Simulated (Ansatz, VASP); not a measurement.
SnSe: VASP beside Ansatz

File INCAR:

```
SYSTEM = SnSe
PREC = Accurate
ENCUT = 520
EDIFF = 1E-6
ISMEAR = 0
SIGMA = 0.05
LREAL = .FALSE.
LASPH = .TRUE.
NELM = 60
ALGO = Normal
ISIF = 2
LWAVE = .FALSE.
LCHARG = .TRUE.
GGA = CA
LELF = .TRUE.
LVHAR = .TRUE.
NBANDS = 17
```

The input KPOINTS:

```
regular mesh
0
G
  10 10 10
  0 0 0
```

File POSCAR:

```
SnSe
1.0
    0.0000000000      3.0296952738      2.7873196519
    3.0296952738      0.0000000000      2.7873196519
    3.0296952738      3.0296952738      0.0000000000
Sn Se
1 1
Direct
    0.0000000000      0.0000000000      0.0000000000
    0.5000000000      0.5000000000      0.5000000000
```

Input for Ansatz:

```yaml
crystal:
  lattice:
    - [0.0, 3.0296952738, 2.7873196519]
    - [3.0296952738, 0.0, 2.7873196519]
    - [3.0296952738, 3.0296952738, 0.0]
  atoms:
    - { symbol: Sn, position: [0.0, 0.0, 0.0] }
    - { symbol: Se, position: [0.5, 0.5, 0.5] }
basis:
  ecutwfc: 420
kpoints:
  mp_grid: { grid: [10, 10, 10] }
hamiltonian:
  xc: lda
scf:
  occupations: { method: gaussian, width: 0.05 }
output:
  forces: true
  stress: true
  eigenvalues: true
```

Alike in both runs: task single point; functional LDA; k mesh 10 × 10 × 10; occupations gaussian, width 0.05 eV; no spin polarisation.

```csv
,VASP,Ansatz
version,VASP 6.6.1,Ansatz 0.2.0
potentials or method,"VASP PAW LDA potentials, release 64 (Sn_d, Se), cutoff 520 eV","scalar-relativistic, plane waves, PAW"
valence electrons in the cell,20,30
```

|  | VASP | Ansatz | Ansatz less VASP |
| --- | --- | --- | --- |
| gap on the k mesh at the Fermi level (eV) | 0.13 | 0.14 | +0.013 |
| least direct gap on the mesh (eV) | 0.25 | 0.25 | +0.003 |
| pressure (GPa) | 1.3 | 1.2 | -0.13 |
| traceless stress, the component that is largest in VASP (GPa) | 9.24 | 9.20 | -0.047 |

LDA's correlation is that of Perdew and Zunger in VASP and of Perdew and Wang (1992) in Ansatz. VASP's potentials hold 20 valence electrons a cell and Ansatz's 30, so a difference there can come from the potentials and not from the codes.
